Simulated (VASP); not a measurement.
P, 4 atoms in the cell. Symmetry: Cmce, No. 64, orthorhombic system. Conventional cell: a = 3.367 Å, b = 17.378 Å, c = 4.861 Å, α = 90.00°, β = 90.00°, γ = 90.00°. Within 3.0 Å of P (site symmetry m) lie 3 P at 2.26 to 2.31 Å. 

* Program: VASP 6.6.1
* Task: single point
* Functional: BLYP
* Potentials or basis: VASP PAW PBE potentials, release 64 (P)
* Cutoff: 520 eV
* k mesh: 9 × 9 × 6
* Occupations: fermi-dirac, width 0.05 eV
* Spin: no spin polarisation
* Dipole correction: no
* Further INCAR settings: ALGO = Normal; EDIFF = 1e-06; NBANDS = 18

Potentials or basis: VASP PAW PBE potentials, release 64 (P).

Launch:

```sh
$ cat potpaw_PBE.64/P/POTCAR > POTCAR
$ mpirun -np 1 vasp_std > vasp.out
```

Hardware: 1 thread of Intel(R) Xeon(R) 6975P-C (Granite Rapids), with other jobs on the host.

Problem. How long does it take, and how much memory?

Solution. Run time: 3.2 min on 1 thread of Intel(R) Xeon(R) 6975P-C (Granite Rapids), on a shared host, peak memory 0.49 GiB. Counts: scf iterations 12, k points 100.
